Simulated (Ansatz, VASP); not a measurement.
## Two plane-wave programs on SiO2

```xyz
24
Lattice="-6.4970 6.4970 2.6165 6.4970 -6.4970 2.6165 6.4970 6.4970 -2.6165" Properties=species:S:1:pos:R:3 pbc="T T T"
Si    4.9542    2.7308    0.0000
Si    3.7662   -1.5428    2.6165
Si    2.7308    8.0399    0.0000
Si   -1.5428    3.7662    2.6165
Si    8.0399    2.7308    0.0000
Si    1.5428    3.7662    2.6165
Si    2.7308    4.9542    0.0000
Si    3.7662    1.5428    2.6165
O    -1.8547    8.3517    1.3082
O     4.6423   -1.8547    1.3082
O     8.3517    1.8547    1.3082
O     1.8547    4.6423    1.3082
O     8.3517   -1.8547    1.3082
O     1.8547    8.3517    1.3082
O    -1.8547    4.6423    1.3082
O     4.6423    1.8547    1.3082
O     6.4970    3.1588    0.0000
O     3.3382    0.0000    2.6165
O     3.1588    6.4970    0.0000
O     0.0000    3.3382    2.6165
O     4.0710    4.0710    0.0000
O     2.4260   -2.4260    2.6165
O    -2.4260    2.4260    2.6165
O     2.4260    2.4260    2.6165
```

Alike in both runs: functional LDA; k mesh 6 × 6 × 6; occupations gaussian, width 0.02 eV; no spin polarisation.

Ansatz relaxed the structure, and its values are those at the end. VASP's run is a single point on that final structure, the one shown.

```csv
,VASP,Ansatz
version,VASP 6.6.1,Ansatz 0.2.0
potentials or method,"VASP PAW LDA potentials, release 64 (Si, O), cutoff 520 eV","scalar-relativistic, plane waves, PAW"
valence electrons in the cell,128,128
```

|  | VASP | Ansatz | Ansatz less VASP |
| --- | --- | --- | --- |
| gap on the k mesh at the Fermi level (eV) | 5.50 | 5.50 | +0.003 |
| least direct gap on the mesh (eV) | 5.50 | 5.50 | +0.003 |
| pressure (GPa) | 0.4 | 0.0 | -0.44 |
| rms of the force components (eV/Å) | 0.014 | 0.002 | -0.0113 |

LDA's correlation is that of Perdew and Zunger in VASP and of Perdew and Wang (1992) in Ansatz. Ansatz's warnings: xc potential rough in thin density.
